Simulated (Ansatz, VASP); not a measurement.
# One calculation of WSe2, two programs

The input INCAR:

```
SYSTEM = WSe2
PREC = Accurate
ENCUT = 520
EDIFF = 1E-6
ISMEAR = -1
SIGMA = 0.08
LREAL = .False.
LASPH = .True.
NELM = 100
ALGO = Normal
ISIF = 2
LWAVE = .False.
LCHARG = .False.
GGA = PS
NBANDS = 35
```

File KPOINTS:

```
regular mesh
0
Gamma
  11 11 3
  0 0 0
```

Contents of POSCAR:

```
WSe2
1.0
    3.2679172587      0.0000000000      0.0000000000
   -1.6339586293      2.8300993634      0.0000000000
    0.0000000000      0.0000000000     12.8829503973
W Se
2 4
Direct
    0.3333333333      0.6666666667      0.2500000000
    0.6666666667      0.3333333333      0.7500000000
    0.3333333333      0.6666666667      0.6210000000
    0.6666666667      0.3333333333      0.1210000000
    0.3333333333      0.6666666667      0.8790000000
    0.6666666667      0.3333333333      0.3790000000
```

Input for Ansatz:

```yaml
crystal:
  lattice:
    - [3.2679172587, 0.0, 0.0]
    - [-1.6339586293, 2.8300993634, 0.0]
    - [0.0, 0.0, 12.8829503973]
  atoms:
    - { symbol: W, position: [0.3333333333, 0.6666666667, 0.25] }
    - { symbol: W, position: [0.6666666667, 0.3333333333, 0.75] }
    - { symbol: Se, position: [0.3333333333, 0.6666666667, 0.621] }
    - { symbol: Se, position: [0.6666666667, 0.3333333333, 0.121] }
    - { symbol: Se, position: [0.3333333333, 0.6666666667, 0.879] }
    - { symbol: Se, position: [0.6666666667, 0.3333333333, 0.379] }
kpoints:
  mp_grid: { grid: [11, 11, 3] }
  band_path:
    path:
      - [0.0, 0.0, 0.0]
      - [0.5, 0.0, 0.0]
      - [0.3333333333, 0.3333333333, 0.0]
      - [0.0, 0.0, 0.0]
      - [0.0, 0.0, 0.5]
      - [0.5, 0.0, 0.5]
      - [0.3333333333, 0.3333333333, 0.5]
      - [0.0, 0.0, 0.5]
      - [0.5, 0.0, 0.5]
    npoints: 5
scf:
  occupations: { method: fermi_dirac, width: 0.08 }
hamiltonian:
  xc: pbesol
  pseudopotentials: { kind: all_electron, lapw: { basis_error: 0.0005 } }
output:
  forces: true
  stress: true
  eigenvalues: true
```

Change from the starting cell: volume scaled by 0.98.

Alike in both runs: task single point; functional PBEsol; k mesh 11 × 11 × 3; occupations fermi-dirac, width 0.08 eV; no spin polarisation.

|  | VASP | Ansatz |
| --- | --- | --- |
| version | VASP 6.6.1 | Ansatz 0.2.0 |
| potentials or method | VASP PAW PBE potentials, release 64 (W_sv, Se), cutoff 520 eV | all-electron LAPW, scalar-relativistic |

VASP gave:

```
pressure (GPa)                                                : 2.1
traceless stress, the component that is largest in VASP (GPa) : 1.18
rms of the force components (eV/Å)                            : 0.129
```

Question: Which values does Ansatz return?

Answer: Pressure (GPa): 1.7; traceless stress, the component that is largest in VASP (GPa): 1.07; rms of the force components (eV/Å): 0.101.

VASP's potentials were made for PBE, not for PBEsol. Atom by atom the forces differ by 0.028 eV/Å (rms over components). Ansatz ran all-electron here, and VASP with PAW potentials.

Neither program's run includes spin-orbit coupling.
